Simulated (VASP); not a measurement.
Sb2Pt:

```xyz
3
Lattice="4.0600 0.0000 0.0000 -2.0300 3.5161 0.0000 0.0000 0.0000 5.2259" Properties=species:S:1:pos:R:3 pbc="T T T"
Pt    0.0000    0.0000    0.0000
Sb    0.0000    2.3440    1.3504
Sb    2.0300    1.1720    3.8755
```

Program: VASP 6.6.1. Alike in all runs: task single point; no spin polarisation; cell as given; k mesh 10 × 10 × 6; cutoff (eV) 520; smearing gaussian 0.05 eV.

**Question.** Order these runs on this cell by their pressure, lowest first.
A. level PBEsol; potentials or basis VASP PAW PBE potentials, release 64 (Pt, Sb)
B. level r2SCAN; potentials or basis VASP PAW PBE potentials, release 64 (Pt, Sb)
C. level LDA; potentials or basis VASP PAW LDA potentials, release 64 (Pt, Sb)
D. level PBE; potentials or basis VASP PAW PBE potentials, release 64 (Pt, Sb)

**Answer.** C (-5.9 GPa), A (-4.3 GPa), B (-2.5 GPa), D (-0.3 GPa).

Caveats: the cell stands under tension (at least some runs); the PAW data sets were made with another functional, which shifts forces and pressure a little (at least some runs).
